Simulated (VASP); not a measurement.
Crystal: BeS.

```xyz
2
Lattice="0.0000 2.3173 2.3173 2.3173 0.0000 2.3173 2.3173 2.3173 0.0000" Properties=species:S:1:pos:R:3 pbc="T T T"
Be    0.0000    0.0000    0.0000
S     2.3173    2.3173    2.3173
```

Base run:

| Quantity | Value |
| --- | --- |
| Program | VASP 6.6.1 |
| Functional | r2SCAN |
| Potentials or basis | VASP PAW PBE potentials, release 64 (Be, S) |
| Cutoff | 520 eV |
| k mesh | 6 × 6 × 6 |
| Occupations | gaussian, width 0.01 eV |
| Spin | no spin polarisation |

Its results: band gap on the k mesh 1.35 eV, indirect (least direct gap 4.59 eV); pressure 0.1 GPa.

Question: After a change of settings the same cell gave: band gap on the k mesh 1.84 eV, indirect (least direct gap 4.70 eV); pressure 0.4 GPa. Which change was it?
A. k mesh from 6 × 6 × 6 to 5 × 5 × 5
B. functional from r2SCAN to HSE06; k mesh from 6 × 6 × 6 to 4 × 4 × 4
C. functional from r2SCAN to PBE; cutoff from 520 eV to 600 eV; k mesh from 6 × 6 × 6 to 4 × 4 × 4
D. dispersion from none to D3(BJ)

Answer: A.

Caveats: some runs use coarse meshes; the PAW data sets were made with another functional, which shifts forces and pressure a little.
